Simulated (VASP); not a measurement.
Wanted: the native input for a VASP 6.6.1 run.

* Task: single point
* Functional: r2SCAN50
* Potentials or basis: VASP PAW PBE potentials, release 64 (Se, Zn)
* Cutoff: 520 eV
* k mesh: 4 × 4 × 4
* Occupations: fermi-dirac, width 0.05 eV
* Spin: no spin polarisation
* Dipole correction: no
* Grid for exact exchange (PRECFOCK): Normal
* Further INCAR settings: ALGO = Normal; EDIFF = 1e-07; NBANDS = 16
* Share of exact exchange: 0.5

The system is ZnSe.

```
Se Zn
1.0
     0.00000    2.83380    2.83380
     2.83380    0.00000    2.83380
     2.83380    2.83380    0.00000
Se Zn
1 1
Direct
  0.75000 0.75000 0.75000
  0.00000 0.00000 0.00000
```

These files were run (other wordings do the same):

POSCAR

```
ZnSe
1.0
    0.0000000000      2.8338000000      2.8338000000
    2.8338000000      0.0000000000      2.8338000000
    2.8338000000      2.8338000000      0.0000000000
Se Zn
1 1
Direct
    0.7500000000      0.7500000000      0.7500000000
    0.0000000000      0.0000000000      0.0000000000
```

INCAR.step1

```
SYSTEM = ZnSe
  ALGO = Normal
  EDIFF = 1E-5
  ENCUT = 520
  GGA = PE
  ISIF = 2
  ISMEAR = -1
  LASPH = .TRUE.
  LCHARG = .FALSE.
  LREAL = .FALSE.
  LWAVE = .TRUE.
  NBANDS = 16
  NELM = 100
  PREC = Accurate
  SIGMA = 0.05
```

INCAR.step2

```
SYSTEM = ZnSe
  AEXX = 0.5
  ALGO = Normal
  EDIFF = 1E-7
  ENCUT = 520
  ISIF = 2
  ISMEAR = -1
  ISTART = 1
  LASPH = .TRUE.
  LCHARG = .FALSE.
  LHFCALC = .TRUE.
  LMIXTAU = .TRUE.
  LREAL = .FALSE.
  LWAVE = .FALSE.
  METAGGA = R2SCAN
  NBANDS = 16
  NELM = 100
  PREC = Accurate
  PRECFOCK = Normal
  SIGMA = 0.05
```

KPOINTS

```
k-points
0
G
  4 4 4
  0 0 0
```

Potentials or basis: VASP PAW PBE potentials, release 64 (Se, Zn).

Run with:

```sh
$ cat potpaw_PBE.64/Se/POTCAR potpaw_PBE.64/Zn/POTCAR > POTCAR
$ cp INCAR.step1 INCAR
$ mpirun -np 1 vasp_std > vasp.out
$ cp INCAR.step2 INCAR
$ mpirun -np 1 vasp_std > vasp.out
```

Results of the run:

```json
{"Pressure": "-0.6 GPa", "Band gap on the k mesh": "5.14 eV"}
```

Caveat: the k points lie up to 0.48 Å⁻¹ apart; the PAW data sets were made with another functional, which shifts forces and pressure a little.

Wall time 4.3 min on 1 thread of Intel(R) Xeon(R) Platinum 8559C (Emerald Rapids), on a shared host, peak memory 0.18 GiB.
